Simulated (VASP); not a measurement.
# Zr2C3 (P-3m1) in VASP: a series of runs, part 2 of 2

VASP 6.6.1. The steps go on from the part before.

## (3) Single point, PBE

This run uses another cell than the first one, of 11.62 Å³/atom.

INCAR reads:

```
SYSTEM = Zr2C3
PREC     = Accurate       ! precision mode
ENCUT    = 520            ! plane-wave cutoff, eV
EDIFF    = 1E-7           ! SCF threshold, eV
ISMEAR   = 0              ! smearing method
SIGMA    = 0.1            ! smearing width, eV
LREAL    = .FALSE.        ! projectors in reciprocal space
LASPH    = .TRUE.         ! aspherical terms in the spheres
NELM     = 100            ! most SCF steps
ALGO     = Normal         ! electronic algorithm
ISIF     = 2              ! what is computed and relaxed
LWAVE    = .FALSE.        ! write WAVECAR
LCHARG   = .TRUE.         ! write CHGCAR
GGA      = PE             ! functional
LELF     = .TRUE.         ! ELF
LVHAR    = .TRUE.       
NBANDS   = 26             ! bands
```

KPOINTS reads:

```
regular mesh
0
G
  6 6 4
  0 0 0
```

POSCAR reads:

```
Zr2C3
1.0
    3.1514315691      0.0000000000      0.0000000000
   -1.5757157845      2.7292197971      0.0000000000
    0.0000000000      0.0000000000      6.7555625981
Zr C
2 3
Direct
    0.3333333333      0.6666666667      0.1967315447
    0.6666666667      0.3333333333      0.8032684553
    0.0000000000      0.0000000000      0.0000000000
    0.3333333333      0.6666666667      0.5405597255
    0.6666666667      0.3333333333      0.4594402745
```

Potentials or basis: VASP PAW PBE potentials, release 64 (Zr_sv, C).

Run with:

```bash
$ cat potpaw_PBE.64/Zr_sv/POTCAR potpaw_PBE.64/C/POTCAR > POTCAR
$ mpirun -np 1 vasp_std > vasp.out
```

OUTCAR:

```text
SYSTEM = Zr2C3
   PREC = Accurate
   ENCUT = 520
   EDIFF = 1E-7
   ISMEAR = 0
   LREAL = .FALSE.
   LASPH = .TRUE.
   NELM = 100
   ISIF = 2
   GGA = PE

 ion  position               nearest neighbor table
   1  0.333  0.667  0.197-   3 2.25   3 2.25   3 2.25   4 2.32   5 2.54   5 2.54   5 2.54   2 3.22
                             2 3.22   2 3.22
   2  0.667  0.333  0.803-   3 2.25   3 2.25   3 2.25   5 2.32   4 2.54   4 2.54   4 2.54   1 3.22
                             1 3.22   1 3.22
   3  0.000  0.000  0.000-   1 2.25   2 2.25   1 2.25   2 2.25   2 2.25   1 2.25
   4  0.333  0.667  0.541-   5 1.90   5 1.90   5 1.90   1 2.32   2 2.54   2 2.54   2 2.54
   5  0.667  0.333  0.459-   4 1.90   4 1.90   4 1.90   2 2.32   1 2.54   1 2.54   1 2.54

  LATTYP: Found a hexagonal cell.
 ALAT       =     3.1514315691
 C/A-ratio  =     2.1436488307

  Lattice vectors:

 A1 = (   3.1514315691,   0.0000000000,   0.0000000000)
 A2 = (  -1.5757157845,   2.7292197971,   0.0000000000)
 A3 = (   0.0000000000,   0.0000000000,   6.7555625981)

Analysis of symmetry for initial positions (statically):
=====================================================================
 Subroutine PRICEL returns:
[... 179 lines left out ...]
 cond. band min:      10.2130860284   @ k =   0.0000   0.1667   0.2500
 fundamental gap:      0.0910148220
 Fermi energy:        10.1778537898

 k-point     1 :       0.0000    0.0000    0.0000
  band No.  band energies     occupation
      1     -38.2397      2.00000
      2     -38.1617      2.00000
      3     -16.8601      2.00000
      4     -16.1647      2.00000
      5     -15.8925      2.00000
      6     -15.8925      2.00000
[... 685 lines left out ...]
     25      15.7217      0.00000
     26      15.7217      0.00000

------------------------ aborting loop because EDIFF is reached ----------------------------------------

  FORCE on cell =-STRESS in cart. coord.  units (eV):
  Direction    XX          YY          ZZ          XY          YZ          ZX
  --------------------------------------------------------------------------------------
  -------------------------------------------------------------------------------------
  Total        0.0821482      0.0821482      0.1590543      0.0000000     -0.0000000     -0.0000000
  in kB        2.2651708      2.2651708      4.3857911      0.0000000     -0.0000000     -0.0000000
  external PRESSURE =       2.9720443 kB  Pullay stress =       0.0000000 kB

 VOLUME and BASIS-vectors are now :
 -----------------------------------------------------------------------------
  energy-cutoff  :      520.00
  volume of cell :       58.10
      direct lattice vectors                 reciprocal lattice vectors
     3.151431569  0.000000000  0.000000000     0.317316108  0.183202540  0.000000000
    -1.575715785  2.729219797  0.000000000     0.000000000  0.366405081  0.000000000
     0.000000000  0.000000000  6.755562598     0.000000000  0.000000000  0.148026161

 POSITION                                       TOTAL-FORCE (eV/Angst)
 -----------------------------------------------------------------------------------
     -0.00000      1.81948      1.32903         0.000000     -0.000000      0.000592
      1.57572      0.90974      5.42653         0.000000      0.000000     -0.000592
      0.00000      0.00000      0.00000        -0.000000      0.000000      0.000000
     -0.00000      1.81948      3.65179         0.000000     -0.000000      0.010885
      1.57572      0.90974      3.10378        -0.000000      0.000000     -0.010885
 -----------------------------------------------------------------------------------
    total drift:                                0.000000      0.000000      0.000000

  FREE ENERGIE OF THE ION-ELECTRON SYSTEM (eV)
  ---------------------------------------------------
  free  energy   TOTEN  =       -44.3935634962 eV

  energy  without entropy=      -44.3847592745  energy(sigma->0) =      -44.38916139
```

stdout:

```text
POSCAR found type information on POSCAR ZrC
 POSCAR found :  2 types and       5 ions
 scaLAPACK will be used
 LDA part: xc-table for (Slater+PW92), standard interpolation
 POSCAR, INCAR and KPOINTS ok, starting setup
 FFT: planning ... GRIDC
 FFT: planning ... GRID_SOFT
 FFT: planning ... GRID
 WAVECAR not read
 entering main loop
```

It took 54 s on 1 thread of Intel Xeon Platinum 8259CL at 2.50GHz (Skylake/Cascade Lake), shared host; peak memory 0.19 GiB.

What came out:

* Free energy: -44.3936 eV
* Pressure: 0.3 GPa
* Largest force: 0.011 eV/Å
* Band gap on the k mesh: zero (bands 18 and 19 overlap by 0.89 eV)

Forces in eV/Å, atoms in the order of the input:
```
Zr   0.000  0.000  0.001
Zr   0.000  0.000 -0.001
C    0.000  0.000  0.000
C    0.000  0.000  0.011
C    0.000  0.000 -0.011
```

Caveat: the k points lie up to 0.38 Å⁻¹ apart, too coarse for converged energies and pressures of a metal.

## (4) Relaxation of cell and atoms, PBE

INCAR reads:

```
PREC = Accurate
ENCUT = 600
EDIFF = 1E-6
ISMEAR = 0
SIGMA = 0.1
LREAL = F
LASPH = T
NELM = 80
ALGO = Normal
ISIF = 3
LWAVE = F
LCHARG = F
GGA = PE
IBRION = 2
NSW = 90
EDIFFG = -0.04
```

KPOINTS reads:

```
Automatic mesh
0
Gamma
  6 6 4
```

POSCAR reads:

```
Zr2C3
1.0
    3.4216022557      0.0000000000      0.0000000000
   -1.7108011278      2.9631944751      0.0000000000
    0.0000000000      0.0000000000      5.3234573166
Zr C
2 3
Direct
    0.3333333333      0.6666666667      0.2450000000
    0.6666666667      0.3333333333      0.7550000000
    0.0000000000      0.0000000000      0.0000000000
    0.3333333333      0.6666666667      0.6450000000
    0.6666666667      0.3333333333      0.3550000000
```

Run with:

```bash
$ cat potpaw_PBE.64/Zr_sv/POTCAR potpaw_PBE.64/C/POTCAR > POTCAR
$ mpirun -np 1 vasp_std > vasp.out
```

It took 18 min on 1 thread of Intel Xeon Platinum 8259CL at 2.50GHz (Skylake/Cascade Lake), shared host; peak memory 0.22 GiB.

Results (log left out):

```
Free energy                           : -44.3827 eV
Relaxed volume                        : 11.63 Å³/atom
Relaxed cell                          : a = 3.155 Å, b = 3.155 Å, c = 6.745 Å, α = 90.00°, β = 90.00°, γ = 120.00°
Space group after relaxing (to 0.1 Å) : P-3m1 (No. 164)
Energy gained by relaxing             : 799.4 meV/atom
Ionic steps                           : 35
Pressure after relaxing               : 0.0 GPa
Largest force after relaxing          : 0.021 eV/Å
Band gap on the k mesh                : zero (bands 18 and 19 overlap by 0.89 eV)
```

Forces on the atoms (eV/Å):
```
Zr   0.000  0.000  0.015
Zr   0.000  0.000 -0.015
C    0.000  0.000  0.000
C    0.000  0.000  0.021
C    0.000  0.000 -0.021
```

Stress tensor (GPa, compression positive):
```
-0.07  0.00  0.00
 0.00 -0.07  0.00
 0.00  0.00  0.16
```

Step by step:
```tsv
step	energy change (eV)	largest force (eV/Å)	pressure (GPa)	volume (Å³)
1	0.0000	2.1206	49.01	53.97
2	0.7734	1.4788	-28.43	84.07
3	-1.5180	0.1459	-1.96	65.47
4	-1.5236	0.0644	-0.20	64.84
5	-1.5238	0.0338	0.46	64.61
6	-1.5390	0.1646	0.15	64.85
7	-1.5452	0.3327	-0.09	65.13
8	-1.5586	0.3434	-0.46	65.24
9	-1.6184	0.4799	-1.62	65.56
10	-1.8728	0.8486	-4.88	66.08
11	-2.3465	1.6390	-12.97	66.65
12	-2.3613	1.7565	-13.73	66.68
13	-2.3625	1.7638	-13.79	66.68
14	-2.3658	1.7824	-13.96	66.68
15	-2.3714	1.8131	-14.29	66.68
16	-2.3771	1.8544	-14.91	66.68
17	-2.3850	1.8623	-14.84	66.62
18	-2.4086	1.8849	-14.60	66.45
19	-2.4552	1.9258	-14.12	66.10
20	-2.5451	1.9995	-13.11	65.41
21	-2.7114	2.1290	-10.87	64.04
22	-2.9796	2.4572	-5.44	61.35
23	-3.2558	2.9158	10.66	56.14
24	-3.4617	2.4289	11.53	55.62
25	-3.7002	1.7478	17.04	54.06
26	-3.7090	1.7430	15.88	54.33
27	-3.8803	0.9819	7.51	55.92
28	-3.9523	0.2345	-1.17	57.90
29	-3.9525	0.2137	-1.50	57.98
30	-3.9703	0.1632	-0.90	57.92
31	-3.9943	0.0915	1.27	57.72
32	-3.9961	0.0813	0.36	57.99
33	-3.9964	0.0748	-0.20	58.17
34	-3.9968	0.0535	-0.12	58.16
35	-3.9969	0.0211	0.01	58.15
```

Final structure:
```xyz
5
Lattice="3.1551 0.0000 0.0000 -1.5775 2.7324 0.0000 0.0000 0.0000 6.7452" Properties=species:S:1:pos:R:3 pbc="T T T"
Zr    0.0000    1.8216    1.3268
Zr    1.5775    0.9108    5.4185
C     0.0000    0.0000    0.0000
C     0.0000    1.8216    3.6466
C     1.5775    0.9108    3.0986
```

Levels at points of the mesh, in eV from the Fermi level:
| k point | band 15 | band 16 | band 17 | band 18 | band 19 | band 20 | band 21 | band 22 |
| --- | --- | --- | --- | --- | --- | --- | --- | --- |
| (0.00, 0.00, 0.00) | -2.43 | -2.43 | -2.39 | -1.16 | 1.12 | 1.12 | 1.93 | 1.93 |
| (0.50, 0.00, 0.00) | -4.12 | -2.53 | -1.98 | -1.92 | 1.24 | 2.06 | 2.78 | 4.67 |
| (0.00, 0.00, 0.50) | -2.06 | -1.83 | -1.83 | 0.39 | 0.39 | 0.52 | 1.54 | 2.64 |
| (0.50, 0.00, 0.50) | -3.24 | -2.64 | -2.43 | -2.01 | -0.50 | 3.94 | 4.36 | 5.23 |

Caveat: a cell axis changed by over 15 % at a fixed basis, so the end point is rough.

## (5) The runs side by side

| task | cell | cutoff (eV) | gap on the mesh (eV) | pressure (GPa) | largest force (eV/Å) |
| --- | --- | --- | --- | --- | --- |
| single point | a = 3.422, b = 3.422, c = 5.323 Å, angles 90.0, 90.0, 120.0°, 5 atoms, atomic positions A | 520 | none | 49.1 | 2.12 |
| single point | a = 3.151, b = 3.151, c = 6.756 Å, angles 90.0, 90.0, 120.0°, 5 atoms, atomic positions B | 520 | none | 0.3 | 0.01 |
| relaxation of cell and atoms | relaxed from a = 3.422, b = 3.422, c = 5.323 Å, angles 90.0, 90.0, 120.0°, 5 atoms, atomic positions A | 600 | none | 0.0 | 0.02 |

Alike in all rows: level PBE; potentials or basis VASP PAW PBE potentials, release 64 (Zr_sv, C); no spin polarisation; k mesh 6 × 6 × 4; smearing gaussian 0.1 eV.

Caveats: some runs use coarse meshes; the stress differs along the axes, from 42 to 53 GPa (at least some runs); forces of over 1 eV/Å act on the atoms, so gaps and moduli don't describe the material at rest (at least some runs); a cell axis changed by over 15 % at a fixed basis, so the end point is rough (at least some runs).

Absolute energies hang on the potentials; compare differences alone.

The gap in the log of VASP goes by the Fermi energy; the results here count the filled bands.